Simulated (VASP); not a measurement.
# TaN (I4/mmm) in VASP: further runs, part 2 of 2

VASP 6.6.1. Earlier steps stand in the parts before.

## 5. Single point, LDA

This run uses another cell than the first one, of 9.74 Å³/atom.

The input, INCAR:

```
SYSTEM = TaN
ALGO = Normal
EDIFF = 1E-6
ENCUT = 520
ISIF = 2
ISMEAR = 0
LASPH = .TRUE.
LCHARG = .TRUE.
LELF = .TRUE.
LREAL = .FALSE.
LVHAR = .TRUE.
LWAVE = .FALSE.
NBANDS = 15
NELM = 60
PREC = Accurate
SIGMA = 0.15
```

The input, KPOINTS:

```
k-points
0
G
  18 18 18
  0 0 0
```

The input, POSCAR:

```
TaN
1.0
    0.0000000000      2.1162163817      2.1742693740
    2.1162163817      0.0000000000      2.1742693740
    2.1162163817      2.1162163817      0.0000000000
Ta N
1 1
Direct
    0.5000000000      0.5000000000      0.5000000000
    0.0000000000      0.0000000000      0.0000000000
```

Potentials or basis: VASP PAW LDA potentials, release 64 (Ta_pv, N).

The run is started by

```console
cat potpaw_LDA.64/Ta_pv/POTCAR potpaw_LDA.64/N/POTCAR > POTCAR
mpirun -np 1 vasp_std > vasp.out
```

OUTCAR:

```text
SYSTEM = TaN
   EDIFF = 1E-6
   ENCUT = 520
   ISIF = 2
   ISMEAR = 0
   LASPH = .TRUE.
   LREAL = .FALSE.
   NELM = 60
   PREC = Accurate

 ion  position               nearest neighbor table
   1  0.500  0.500  0.500-   2 2.12   2 2.12   2 2.12   2 2.12   2 2.17   2 2.17
   2  0.000  0.000  0.000-   1 2.12   1 2.12   1 2.12   1 2.12   1 2.17   1 2.17

  LATTYP: Found a body centered tetragonal cell.
 ALAT       =     2.9927819079
 C/A-ratio  =     1.4530089000

  Lattice vectors:

 A1 = (  -2.1162163817,   0.0000000000,   2.1742693740)
 A2 = (   2.1162163817,   0.0000000000,   2.1742693740)
 A3 = (   0.0000000000,   2.1162163817,  -2.1742693740)

Analysis of symmetry for initial positions (statically):
=====================================================================
 Subroutine PRICEL returns:
 Original cell was already a primitive cell.

 Routine SETGRP: Setting up the symmetry group for a
 body centered tetragonal supercell.

 Subroutine GETGRP returns: Found 16 space group operations
 (whereof 16 operations were pure point group operations)
 out of a pool of 16 trial point group operations.

The static configuration has the point symmetry D_4h.

Analysis of symmetry for dynamics (positions and initial velocities):
=====================================================================
 Subroutine PRICEL returns:
 Original cell was already a primitive cell.

 Routine SETGRP: Setting up the symmetry group for a
 body centered tetragonal supercell.

 Subroutine GETGRP returns: Found 16 space group operations
 (whereof 16 operations were pure point group operations)
 out of a pool of 16 trial point group operations.

The dynamic configuration has the point symmetry D_4h.

 Subroutine INISYM returns: Found 16 space group operations
 (whereof 16 operations are pure point group operations),
 and found     1 'primitive' translations

----------------------------------------------------------------------------------------

                                     Primitive cell

  volume of cell :      19.4744

  direct lattice vectors                    reciprocal lattice vectors
     0.000000000  2.116216382  2.174269374    -0.236270735  0.236270735  0.229962306
     2.116216382  0.000000000  2.174269374     0.236270735 -0.236270735  0.229962306
     2.116216382  2.116216382  0.000000000     0.236270735  0.236270735 -0.229962306

  length of vectors
     3.034109274  3.034109274  2.992781908     0.405623450  0.405623450  0.405623450

  position of ions in fractional coordinates (direct lattice)
     0.500000000  0.500000000  0.500000000
     0.000000000  0.000000000  0.000000000

  ion indices of the primitive-cell ions
   primitive index   ion index
                 1           1
                 2           2

----------------------------------------------------------------------------------------

 KPOINTS: k-points

Automatic generation of k-mesh.
 Grid dimensions read from file:
 generate k-points for:   18   18   18

 Generating k-lattice:

  Cartesian coordinates                     Fractional coordinates (reciprocal lattice)
    -0.013126152  0.013126152  0.012775684     0.055555556 -0.000000000  0.000000000
     0.013126152 -0.013126152  0.012775684    -0.000000000  0.055555556  0.000000000
     0.013126152  0.013126152 -0.012775684     0.000000000  0.000000000  0.055555556

  Length of vectors
[... 39 lines left out ...]
   total plane-waves  NPLWV =  13824
   dimension x,y,z NGX =    24 NGY =   24 NGZ =   24
   dimension x,y,z NGXF=    48 NGYF=   48 NGZF=   48
   ions per type =               1   1
   NGX,Y,Z   is equivalent  to a cutoff of  13.15, 13.15, 13.33 a.u.
   NGXF,Y,Z  is equivalent  to a cutoff of  26.30, 26.30, 26.66 a.u.
 SYSTEM =  TaN
   PREC   = accura    normal or accurate (medium, high low for compatibility)
   ISTART =      0    job   : 0-new  1-cont  2-samecut
   ICHARG =      2    charge: 1-file 2-atom 10-const
   ISPIN  =      1    spin polarized calculation?
   LNONCOLLINEAR =      F non collinear calculations
   LSORBIT =      F    spin-orbit coupling
   LASPH  =      T    aspherical Exc in radial PAW
   ENCUT  =  520.0 eV  38.22 Ry    6.18 a.u.   5.64  5.64  5.56*2*pi/ulx,y,z
   NELM   =     60;   NELMIN=  2; NELMDL= -5     # of ELM steps
   EDIFF  = 0.1E-05   stopping-criterion for ELM
   LREAL  =      F    real-space projection
   EDIFFG = 0.1E-04   stopping-criterion for IOM
   NSW    =      0    number of steps for IOM
   IBRION =     -1    ionic relax: 0-MD 1-quasi-New 2-CG
   NFREE  =      0    steps in history (QN), initial steepest desc. (CG)
   ISIF   =      2    stress and relaxation
   ISYM   =      2    0-nonsym 1-usesym 2-fastsym
   POTIM  = 0.5000    time-step for ionic-motion
   TEBEG  =    0.0;   TEEND  =   0.0 temperature during run
   PSTRESS=    0.0 pullay stress
   NELECT =      16.0000    total number of electrons
   NUPDOWN=      -1.0000    fix difference up-down
   EMIN   =  10.00;   EMAX   =-10.00  energy-range for DOS
   EFERMI =   0.00;   METHOD = LEGACY
   ISMEAR =     0;   SIGMA  =   0.15  broadening in eV -4-tet -1-fermi 0-gaus
   EFERMI_NEDOS =   21; number of points for ismear=-14 and -15
   IALGO  =     38    algorithm
   IMIX   =      4    mixing-type and parameters
     AMIX     =   0.40;   BMIX     =  1.00
     AMIX_MAG =   1.60;   BMIX_MAG =  1.00
  volume/ion in A,a.u.               =       9.74        65.71
  Fermi-wavevector in a.u.,A,eV,Ry     =   1.533300  2.897516 31.987397  2.351007
  Thomas-Fermi vector in A             =   2.640386
   LORBIT       =      0    0 simple, 1 ext, 2 COOP (PROOUT), +10 PAW based schemes
   GGA     = CA    functional components
   LHFCALC =     F    Hartree Fock is set to
   AEXX    =    0.0000 exact exchange contribution
   IVDW    =     0    specifies the selected vdW correction
   LEPSILON=     F    determine dielectric tensor
   LRPA    =     F    only Hartree local field effects (RPA)
 non-spin polarized calculation
 Gauss-broadening in eV      SIGMA  =   0.15
  energy-cutoff  :      520.00
  volume of cell :       19.47
 maximum number of plane-waves:       540
   NGX = 11   NGY = 11   NGZ = 11

 number of electron      15.9999998 magnetization

 Free energy of the ion-electron system (eV)
  ---------------------------------------------------
  ext. energy  EPLUGINS =         0.00000000
  ---------------------------------------------------
  free energy    TOTEN  =       -24.03822572 eV

  energy without entropy =      -24.02995948  energy(sigma->0) =      -24.03409260

 E-fermi :  10.4537     XC(G=0): -14.1427

 val. band max:       10.4445258149   @ k =   0.1111   0.0000   0.1111
 cond. band min:      10.4568641785   @ k =  -0.0556   0.0556   0.0000
 fundamental gap:      0.0123383636
 Fermi energy:        10.4536573700

 k-point     1 :       0.0000    0.0000    0.0000
  band No.  band energies     occupation
      1     -24.9521      2.00000
      2     -24.9446      2.00000
      3     -24.9446      2.00000
      4      -8.8976      2.00000
      5       6.3121      2.00000
      6       6.4766      2.00000
      7       6.4766      2.00000
      8       7.8108      2.00000
      9       8.1758      2.00000
     10       8.1758      2.00000
     11      10.1349      1.99735
     12      10.6734      0.03828
     13      13.1075      0.00000
     14      19.9594      0.00000
[... 401 lines left out ...]
      2     -25.0524      2.00000
      3     -24.9688      2.00000
      4      -7.3150      2.00000
      5       2.4099      2.00000
      6       3.5165      2.00000
      7       3.8771      2.00000
      8       9.4718      2.00000
      9       9.6052      2.00000
     10      10.5476      0.37603
     11      13.1433      0.00000
     12      15.6469      0.00000
     13      16.2225      0.00000
     14      22.0482      0.00000
     15      23.6297      0.00000

 [... further k-points ...]

------------------------ aborting loop because EDIFF is reached ----------------------------------------

  FORCE on cell =-STRESS in cart. coord.  units (eV):
  Direction    XX          YY          ZZ          XY          YZ          ZX
  --------------------------------------------------------------------------------------
  -------------------------------------------------------------------------------------
  Total        4.1169088      4.1169088      1.3054612      0.0000000      0.0000000     -0.0000000
  in kB      338.7024523    338.7024523    107.4016788      0.0000000      0.0000000     -0.0000000
  external PRESSURE =     261.6021944 kB  Pullay stress =       0.0000000 kB

 VOLUME and BASIS-vectors are now :
 -----------------------------------------------------------------------------
  energy-cutoff  :      520.00
  volume of cell :       19.47
      direct lattice vectors                 reciprocal lattice vectors
     0.000000000  2.116216382  2.174269374    -0.236270735  0.236270735  0.229962306
     2.116216382  0.000000000  2.174269374     0.236270735 -0.236270735  0.229962306
     2.116216382  2.116216382  0.000000000     0.236270735  0.236270735 -0.229962306

 POSITION                                       TOTAL-FORCE (eV/Angst)
 -----------------------------------------------------------------------------------
      2.11622      2.11622      2.17427        -0.000000      0.000000      0.000000
      0.00000      0.00000      0.00000         0.000000     -0.000000     -0.000000
 -----------------------------------------------------------------------------------
    total drift:                                0.000000     -0.000000     -0.000000

  FREE ENERGIE OF THE ION-ELECTRON SYSTEM (eV)
  ---------------------------------------------------
  free  energy   TOTEN  =       -24.0382257245 eV

  energy  without entropy=      -24.0299594793  energy(sigma->0) =      -24.03409260
```

OSZICAR:

```text
N       E                     dE             d eps       ncg     rms          rms(c)
DAV:   1     0.873910844120E+02    0.87391E+02   -0.88594E+03 14424   0.114E+03
DAV:   2    -0.245596195120E+02   -0.11195E+03   -0.10555E+03 17774   0.301E+02
DAV:   3    -0.270881685470E+02   -0.25285E+01   -0.25095E+01 16374   0.413E+01
DAV:   4    -0.270958256341E+02   -0.76571E-02   -0.76539E-02 18477   0.254E+00
DAV:   5    -0.270958662019E+02   -0.40568E-04   -0.40561E-04 16383   0.165E-01    0.289E+01
DAV:   6    -0.241618263901E+02    0.29340E+01   -0.59474E+00 15861   0.268E+01    0.124E+01
DAV:   7    -0.240777447555E+02    0.84082E-01   -0.37770E-01 16696   0.505E+00    0.815E+00
DAV:   8    -0.240420477531E+02    0.35697E-01   -0.11026E-01 15562   0.272E+00    0.143E+00
DAV:   9    -0.240384065228E+02    0.36412E-02   -0.10037E-02 15184   0.809E-01    0.305E-01
DAV:  10    -0.240382619799E+02    0.14454E-03   -0.51863E-04 16696   0.273E-01    0.111E-01
DAV:  11    -0.240382268381E+02    0.35142E-04   -0.79389E-05 15037   0.903E-02    0.222E-02
DAV:  12    -0.240382257222E+02    0.11159E-05   -0.48126E-06 15583   0.195E-02    0.219E-03
DAV:  13    -0.240382257245E+02   -0.23608E-08   -0.11463E-07  7298   0.310E-03
   1 F= -.24038226E+02 E0= -.24034093E+02  d E =-.826625E-02
```

stdout:

```text
POSCAR found type information on POSCAR TaN
 POSCAR found :  2 types and       2 ions
 scaLAPACK will be used
 LDA part: xc-table for (Slater(with rela. corr.)+CA(PZ))
 , standard interpolation
 POSCAR, INCAR and KPOINTS ok, starting setup
 FFT: planning ... GRIDC
 FFT: planning ... GRID_SOFT
 FFT: planning ... GRID
 WAVECAR not read
 entering main loop
```

It took 2.7 min on 1 thread of Intel Xeon 8259CL, shared host; peak memory 0.25 GiB.

Results:

```
Free energy            : -24.0382 eV
Pressure               : 26.2 GPa
Band gap on the k mesh : zero (bands 8 and 9 overlap by 4.33 eV)
```

Levels at points of the mesh, in eV from the Fermi level:
```csv
k point,band 4,band 5,band 6,band 7,band 8,band 9,band 10,band 11,band 12,band 13
"(0.00, 0.00, 0.00)",-19.35,-4.14,-3.98,-3.98,-2.64,-2.28,-2.28,-0.32,0.22,2.65
"(0.50, 0.00, 0.00)",-15.65,-11.09,-8.26,-8.24,2.05,2.20,2.36,4.23,8.04,8.85
"(0.50, 0.50, 0.00)",-18.09,-6.90,-6.08,-4.67,-4.67,2.33,4.03,4.03,5.52,7.77
"(0.50, 0.00, 0.50)",-18.08,-6.57,-6.13,-4.90,-4.73,2.30,3.83,4.26,5.70,7.93
```

Caveat: the stress differs along the axes, from 11 to 34 GPa; spin-orbit coupling is left out, which moves the levels of the heavy elements.

## 6. Summary

```csv
cell,gap on the mesh (eV),pressure (GPa)
"a = 3.095, b = 3.095, c = 3.116 Å, angles 59.8, 59.8, 60.4°, 2 atoms",none,-7.4
"a = 3.137, b = 3.137, c = 3.198 Å, angles 59.4, 59.4, 61.3°, 2 atoms",none,-22.2
"a = 3.014, b = 3.014, c = 2.952 Å, angles 60.7, 60.7, 58.6°, 2 atoms",none,41.4
"a = 3.034, b = 3.034, c = 2.993 Å, angles 60.4, 60.4, 59.1°, 2 atoms",none,26.2
```

Alike in all rows: task single point; level LDA; potentials or basis VASP PAW LDA potentials, release 64 (Ta_pv, N); no spin polarisation; k mesh 18 × 18 × 18; cutoff (eV) 520; smearing gaussian 0.15 eV.

Caveats: spin-orbit coupling is left out, which moves the levels of the heavy elements; the stress differs along the axes, from -10 to -2 GPa (at least some runs); the stress differs along the axes, from -29 to -9 GPa (at least some runs); the stress differs along the axes, from 16 to 54 GPa (at least some runs); the stress differs along the axes, from 11 to 34 GPa (at least some runs).

Absolute energies hang on the potentials; compare differences alone.
